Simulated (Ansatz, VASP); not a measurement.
BSb2As3 in VASP and in Ansatz

```
CELL_PARAMETERS angstrom
5.50774 0.00000 0.00000
-2.75387 4.76984 0.00000
0.00000 0.00000 8.34602
ATOMIC_POSITIONS crystal
B 0.00000 0.00000 0.50000
Sb 0.00000 0.00000 0.24967
Sb 0.00000 0.00000 0.75033
As 0.50000 0.00000 0.50000
As 0.00000 0.50000 0.50000
As 0.50000 0.50000 0.50000
```

Alike in both runs: functional PBE; k mesh 6 × 6 × 4; occupations gaussian, width 0.1 eV; no spin polarisation.

Ansatz relaxed the structure, and its values are those at the end. VASP's run is a single point on that final structure, the one shown.

```csv
,VASP,Ansatz
version,VASP 6.6.1,Ansatz 0.2.0
potentials or method,"VASP PAW PBE potentials, release 64 (B, Sb, As), cutoff 520 eV","scalar-relativistic, plane waves, PAW"
valence electrons in the cell,28,78
```

```tsv
	VASP	Ansatz	Ansatz less VASP
gap on the k mesh at the Fermi level (eV)	none	none	-
pressure (GPa)	0.2	0.0	-0.13
rms of the force components (eV/Å)	0.046	0.008	-0.0386
```

A gap of «none» marks a metal or a gap that the smearing closes. VASP's potentials hold 28 valence electrons a cell and Ansatz's 78, so a difference there can come from the potentials and not from the codes.

Spin-orbit coupling is off throughout.
